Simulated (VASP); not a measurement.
# HfTi2Si2 (P-6m2) in VASP: single point with PBE

Aim: the single point of HfTi2Si2 with PBE.

Everything below comes from runs of VASP 6.6.1. Logs are shortened: lines on timing, memory, paths and dates and some standing lists are left out, and cuts for length are marked.

### 1 The cell of the first run

Symmetry: P-6m2, No. 187, hexagonal system. Conventional cell: a = 4.411 Å, b = 4.411 Å, c = 7.191 Å, α = 90.00°, β = 90.00°, γ = 120.00°. Hf (site symmetry -6m2) has 2 Si at 2.50 Å and 3 Ti at 2.55 Å within 3.3 Å. Within 3.4 Å of Ti (site symmetry -6m2) lie 3 Hf at 2.55 Å. Within 3.7 Å of Ti (site symmetry -6m2) lie 6 Si at 2.77 Å. Within 2.9 Å of Si (site symmetry 3m) lie 1 Si at 2.20 Å and 1 Hf at 2.50 Å and 3 Ti at 2.77 Å.

The cell was generated, and may not be a known phase.

### 2 Single point, PBE, collinear spin

The input, INCAR:

```
SYSTEM = HfTi2Si2
  PREC = Accurate
  ENCUT = 520
  EDIFF = 1E-6
  ISMEAR = 0
  SIGMA = 0.1
  LREAL = .FALSE.
  LASPH = .TRUE.
  NELM = 150
  ALGO = Fast
  ISIF = 2
  LWAVE = .FALSE.
  LCHARG = .FALSE.
  ISPIN = 2
  MAGMOM = 0.3 1 0.57 0 0
  LORBIT = 11
  LMAXMIX = 4
  GGA = PE
  NBANDS = 33
```

The input, KPOINTS:

```
regular mesh
0
G
  12 12 6
  0 0 0
```

The input, POSCAR:

```
HfTi2Si2
1.0
    4.4114067180      0.0000000000      0.0000000000
   -2.2057033590      3.8203902842      0.0000000000
    0.0000000000      0.0000000000      7.1911825134
Hf Ti Si
1 2 2
Direct
    0.6666666667      0.3333333333      0.5000000000
    0.3333333333      0.6666666667      0.5000000000
    0.0000000000      0.0000000000      0.0000000000
    0.6666666667      0.3333333333      0.8471898874
    0.6666666667      0.3333333333      0.1528101126
```

Potentials or basis: VASP PAW PBE potentials, release 64 (Hf_pv, Ti_sv, Si).

The run is started by

```
$ cat potpaw_PBE.64/Hf_pv/POTCAR potpaw_PBE.64/Ti_sv/POTCAR potpaw_PBE.64/Si/POTCAR > POTCAR
$ mpirun -np 1 vasp_std > vasp.out
```

OUTCAR:

```text
SYSTEM = HfTi2Si2
   PREC = Accurate
   ENCUT = 520
   EDIFF = 1E-6
   ISMEAR = 0
   LREAL = .FALSE.
   LASPH = .TRUE.
   NELM = 150
   ISIF = 2
   ISPIN = 2
   LORBIT = 11
   GGA = PE

 ion  position               nearest neighbor table
   1  0.667  0.333  0.500-   4 2.50   5 2.50   2 2.55   2 2.55   2 2.55
   2  0.333  0.667  0.500-   1 2.55   1 2.55   1 2.55
   3  0.000  0.000  0.000-   4 2.77   5 2.77   4 2.77   5 2.77   4 2.77   5 2.77
   4  0.667  0.333  0.847-   5 2.20   1 2.50   3 2.77   3 2.77   3 2.77
   5  0.667  0.333  0.153-   4 2.20   1 2.50   3 2.77   3 2.77   3 2.77

  LATTYP: Found a hexagonal cell.
 ALAT       =     4.4114067180
 C/A-ratio  =     1.6301336451

  Lattice vectors:

 A1 = (   4.4114067180,   0.0000000000,   0.0000000000)
 A2 = (  -2.2057033590,   3.8203902842,   0.0000000000)
 A3 = (   0.0000000000,   0.0000000000,   7.1911825134)

Analysis of symmetry for initial positions (statically):
=====================================================================
 Subroutine PRICEL returns:
 Original cell was already a primitive cell.

 Routine SETGRP: Setting up the symmetry group for a
 hexagonal supercell.

 Subroutine GETGRP returns: Found 12 space group operations
 (whereof 12 operations were pure point group operations)
 out of a pool of 24 trial point group operations.

The static configuration has the point symmetry D_3h.

Analysis of symmetry for dynamics (positions and initial velocities):
=====================================================================
 Subroutine PRICEL returns:
 Original cell was already a primitive cell.

 Routine SETGRP: Setting up the symmetry group for a
 hexagonal supercell.

 Subroutine GETGRP returns: Found 12 space group operations
 (whereof 12 operations were pure point group operations)
 out of a pool of 24 trial point group operations.

The dynamic configuration has the point symmetry D_3h.

Analysis of structural, dynamic, and magnetic symmetry:
=====================================================================
 Subroutine PRICEL returns:
 Original cell was already a primitive cell.

 Routine SETGRP: Setting up the symmetry group for a
 hexagonal supercell.

 Subroutine GETGRP returns: Found 12 space group operations
 (whereof 12 operations were pure point group operations)
 out of a pool of 24 trial point group operations.

The overall configuration has the point symmetry D_3h.

 Subroutine INISYM returns: Found 12 space group operations
[... 135 lines left out ...]
 RMM-DIIS sequential band-by-band and
 Gauss-broadening in eV      SIGMA  =   0.10
  energy-cutoff  :      520.00
  volume of cell :      121.20
 maximum number of plane-waves:      3286
 NGX is ok and might be reduce to    36
   NGX = 17   NGY = 17   NGZ = 27

 number of electron      41.9999996 magnetization      -0.0018766

 number of electron      41.9999996 magnetization       0.0000367

 Free energy of the ion-electron system (eV)
  ---------------------------------------------------
  ext. energy  EPLUGINS =         0.00000000
  ---------------------------------------------------
  free energy    TOTEN  =       -31.11928067 eV

  energy without entropy =      -31.05373819  energy(sigma->0) =      -31.08650943

 E-fermi :   4.5332     XC(G=0):  -9.4993

 val. band max:        4.5289900142   @ k =   0.3333  -0.0000   0.3333
 cond. band min:       4.5371766226   @ k =   0.3333   0.1667   0.3333
 fundamental gap:      0.0081866084
 Fermi energy:         4.5331855451

 spin component 1

 k-point     1 :       0.0000    0.0000    0.0000
  band No.  band energies     occupation
      1     -53.1086      1.00000
      2     -52.2686      1.00000
      3     -29.4056      1.00000
      4     -29.3297      1.00000
      5     -29.3297      1.00000
      6     -28.8162      1.00000
[... 853 lines left out ...]
     32       8.0412      0.00000
     33       8.5981      0.00000

 [... further k-points ...]

 spin component 2

 k-point     1 :       0.0000    0.0000    0.0000
  band No.  band energies     occupation
      1     -53.1087      1.00000
      2     -52.2684      1.00000
      3     -29.4057      1.00000
      4     -29.3297      1.00000
      5     -29.3297      1.00000
      6     -28.8161      1.00000
[... 853 lines left out ...]
     32       8.0417      0.00000
     33       8.5980      0.00000

 [... further k-points ...]

------------------------ aborting loop because EDIFF is reached ----------------------------------------

  FORCE on cell =-STRESS in cart. coord.  units (eV):
  Direction    XX          YY          ZZ          XY          YZ          ZX
  --------------------------------------------------------------------------------------
  -------------------------------------------------------------------------------------
  Total       -0.2995266     -0.2995266      0.2221834      0.0000000     -0.0000000      0.0000000
  in kB       -3.9596869     -3.9596869      2.9372235      0.0000000     -0.0000000      0.0000000
  external PRESSURE =      -1.6607167 kB  Pullay stress =       0.0000000 kB

 VOLUME and BASIS-vectors are now :
 -----------------------------------------------------------------------------
  energy-cutoff  :      520.00
  volume of cell :      121.20
      direct lattice vectors                 reciprocal lattice vectors
     4.411406718  0.000000000  0.000000000     0.226685061  0.130876681  0.000000000
    -2.205703359  3.820390284  0.000000000     0.000000000  0.261753362  0.000000000
     0.000000000  0.000000000  7.191182513     0.000000000  0.000000000  0.139059188

 POSITION                                       TOTAL-FORCE (eV/Angst)
 -----------------------------------------------------------------------------------
      2.20570      1.27346      3.59559        -0.000000      0.000000     -0.000000
     -0.00000      2.54693      3.59559         0.000000     -0.000000     -0.000000
      0.00000      0.00000      0.00000         0.000000      0.000000     -0.000000
      2.20570      1.27346      6.09230        -0.000000      0.000000      0.066767
      2.20570      1.27346      1.09889        -0.000000      0.000000     -0.066767
 -----------------------------------------------------------------------------------
    total drift:                                0.000000     -0.000000     -0.000000

  FREE ENERGIE OF THE ION-ELECTRON SYSTEM (eV)
  ---------------------------------------------------
  free  energy   TOTEN  =       -31.1192806739 eV

  energy  without entropy=      -31.0537381940  energy(sigma->0) =      -31.08650943

 total charge

# of ion       s       p       d       tot
------------------------------------------
    1        0.446   6.293   1.931   8.670
    2        2.256   6.005   2.100  10.361
    3        2.149   6.046   1.857  10.053
    4        0.791   0.910   0.000   1.701
    5        0.791   0.910   0.000   1.701
--------------------------------------------------
tot          6.433  20.166   5.888  32.487

 magnetization (x)

# of ion       s       p       d       tot
------------------------------------------
    1        0.000   0.000   0.000   0.000
    2        0.000   0.000   0.000   0.000
    3       -0.000   0.000  -0.000  -0.000
    4        0.000   0.000   0.000   0.000
    5        0.000   0.000   0.000   0.000
--------------------------------------------------
tot         -0.000   0.000   0.000   0.000
```

It took 43 min on 1 thread of Oxide Virtual Turin-like, shared host; peak memory 0.6 GiB.

What came out:

- Free energy: -31.1193 eV
- Pressure: -0.2 GPa
- Largest force: 0.067 eV/Å
- Band gap on the k mesh: zero (filled and empty bands overlap)
- Net moment: 0.00 μB per cell
- Valence electrons inside the program's atomic spheres: Hf 8.67; Ti 10.36, 10.05; Si 1.70

Forces on the atoms (eV/Å):
```
Hf   0.000  0.000  0.000
Ti   0.000  0.000  0.000
Ti   0.000  0.000  0.000
Si   0.000  0.000  0.067
Si   0.000  0.000 -0.067
```

Caveat: spin-orbit coupling is left out, which moves the levels of the heavy elements.
